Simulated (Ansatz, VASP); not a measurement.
Two plane-wave programs on Hg

```xyz
2
Lattice="3.3118 0.0000 0.0000 -1.6559 2.8681 0.0000 0.0000 0.0000 4.8734" Properties=species:S:1:pos:R:3 pbc="T T T"
Hg    1.6559    0.9560    3.6551
Hg    0.0000    1.9121    1.2184
```

Alike in both runs: task single point; functional PBEsol; dispersion D3(BJ); k mesh 18 × 18 × 10; occupations gaussian, width 0.15 eV; no spin polarisation.

```csv
,VASP,Ansatz
version,VASP 6.6.1,Ansatz 0.2.0
potentials or method,"VASP PAW PBE potentials, release 64 (Hg), cutoff 520 eV","scalar-relativistic, plane waves, PAW"
valence electrons in the cell,24,40
```

```tsv
	VASP	Ansatz	Ansatz less VASP
gap on the k mesh at the Fermi level (eV)	none	none	-
pressure (GPa)	-1.9	-2.3	-0.40
traceless stress, the component that is largest in VASP (GPa)	-0.25	-0.37	-0.115
```

VASP's potentials were made for PBE, not for PBEsol. A gap of «none» marks a metal or a gap that the smearing closes. VASP's potentials hold 24 valence electrons a cell and Ansatz's 40, so a difference there can come from the potentials and not from the codes.

Spin-orbit coupling is off throughout.
